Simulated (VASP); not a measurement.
## Al6N7 (a cell with a defect): single point with PBE

Al6N7 (a cell with a defect):

```
CELL_PARAMETERS angstrom
0.00000 0.00000 5.01804
4.69531 -2.71084 0.00000
0.00000 5.42168 0.00000
ATOMIC_POSITIONS crystal
Al 0.49246 0.29973 0.29973
Al 0.49246 0.00000 0.70027
Al 0.49246 0.70027 0.00000
Al 0.00247 0.00000 0.32545
Al 0.00247 0.67455 0.67455
Al 0.00247 0.32545 0.00000
N 0.86718 0.33475 0.33475
N 0.86718 0.00000 0.66525
N 0.86718 0.66525 0.00000
N 0.37664 0.00000 0.38433
N 0.37664 0.61567 0.61567
N 0.37664 0.38433 0.00000
N 0.27211 0.00000 0.00000
```

This cell differs from its parent crystal: with an interstitial atom, then relaxed in part.

| Property | Result |
| --- | --- |
| Program | VASP 6.6.1 |
| Task | single point |
| Functional | PBE |
| Potentials or basis | VASP PAW PBE potentials, release 64 (Al, N) |
| Cutoff | 520 eV |
| k mesh | 2 × 2 × 2 |
| Occupations | gaussian, width 0.01 eV |
| Spin | no spin polarisation |
| Dipole correction | no |
| Charge | -1 |
| Further INCAR settings | ALGO = Normal; EDIFF = 1e-06; NBANDS = 38; NELECT = 54.0 |

| Item | Value |
| --- | --- |
| Largest force | 0.013 eV/Å |

Forces in eV/Å, atoms in the order of the input:
```
Al  -0.005 -0.003 -0.002
Al   0.000  0.005 -0.002
Al   0.005 -0.003 -0.002
Al   0.000  0.002  0.004
Al  -0.002 -0.001  0.004
Al   0.002 -0.001  0.004
N   -0.005 -0.003  0.000
N    0.000  0.006  0.000
N    0.005 -0.003  0.000
N    0.000 -0.009 -0.007
N    0.007  0.004 -0.007
N   -0.007  0.004 -0.007
N    0.000  0.000  0.013
```

Levels at points of the mesh, in eV from the Fermi level:
```csv
k point,band 25,band 26,band 27,band 28,band 29,band 30
"(0.00, 0.00, 0.00)",-1.57,-1.42,0.11,0.11,2.54,3.75
"(0.50, 0.00, 0.00)",-1.56,-1.28,-0.35,-0.35,4.13,5.44
"(0.00, 0.50, 0.00)",-1.98,-1.37,-0.11,0.27,4.15,4.68
"(0.50, 0.50, 0.00)",-2.26,-1.21,-0.27,0.47,3.76,4.14
```

Run time: 28 s on 1 thread of Intel(R) Xeon(R) Platinum 8488C (Sapphire Rapids), with other jobs on the host, peak memory 0.23 GiB.

Caveat: the k points lie up to 0.67 Å⁻¹ apart; the cell carries a net charge on a neutralising background, which shifts energy and pressure; the cell differs from its parent crystal (with an interstitial atom, then relaxed in part); the cell is charged against a uniform background, so pressure and absolute levels hang on convention.
